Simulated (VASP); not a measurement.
Write the native input for VASP 6.6.1 that does the following.

```yaml
Task: single point
Functional: PBEsol
Potentials_or_basis: VASP PAW PBE potentials, release 64 (Cd, I)
Cutoff: 500 eV
k_mesh: 7 × 7 × 2
Occupations: gaussian, width 0.05 eV
Spin: no spin polarisation
Dipole_correction: no
Further_INCAR_settings: ALGO = Normal; EDIFF = 1e-06; NBANDS = 35
```

The structure of CdI2 lies in POSCAR:

```
CdI2
1.0
   -4.2214347067      0.0000000000      0.0000000000
   -2.1107173534     -3.6558696964      0.0000000000
    0.0000000000      0.0000000000     15.9477823597
Cd I
2 4
Direct
    0.0000000000      1.0000000000      0.2186476785
    0.0000000000      1.0000000000      0.6559430355
    0.3333333333      0.3333333333      0.7627663091
    0.3333333333      0.3333333333      0.3254709522
    0.6666666667      0.6666666667      0.1118244048
    0.6666666667      0.6666666667      0.5491197618
```

This cell differs from its parent crystal: the distance across one plane changed.

The input as run:

INCAR

```
SYSTEM = CdI2
PREC = Accurate
ENCUT = 500
EDIFF = 1E-6
ISMEAR = 0
SIGMA = 0.05
LREAL = .False.
LASPH = .True.
NELM = 120
ALGO = Normal
ISIF = 2
LWAVE = .False.
LCHARG = .True.
GGA = PS
LELF = .True.
LVHAR = .True.
NBANDS = 35
GGA_COMPAT = .False.
```

KPOINTS

```
regular mesh
0
Gamma
  7 7 2
  0 0 0
```

Potentials or basis: VASP PAW PBE potentials, release 64 (Cd, I).

Command:

```bash
$ cat potpaw_PBE.64/Cd/POTCAR potpaw_PBE.64/I/POTCAR > POTCAR
$ mpirun -np 1 vasp_std > vasp.out
```

It gave:

The pressure is 0.1 GPa, the largest force is 0.025 eV/Å and the band gap on the k mesh is 2.43 eV (least direct gap 2.60 eV).

Caveat: the cell differs from its parent crystal (the distance across one plane changed); the PAW data sets were made with another functional, which shifts forces and pressure a little; spin-orbit coupling is left out, which moves the levels of the heavy elements.

It took 2.1 min on 1 thread of Intel Xeon 8259CL, on a shared host, peak memory 0.4 GiB.
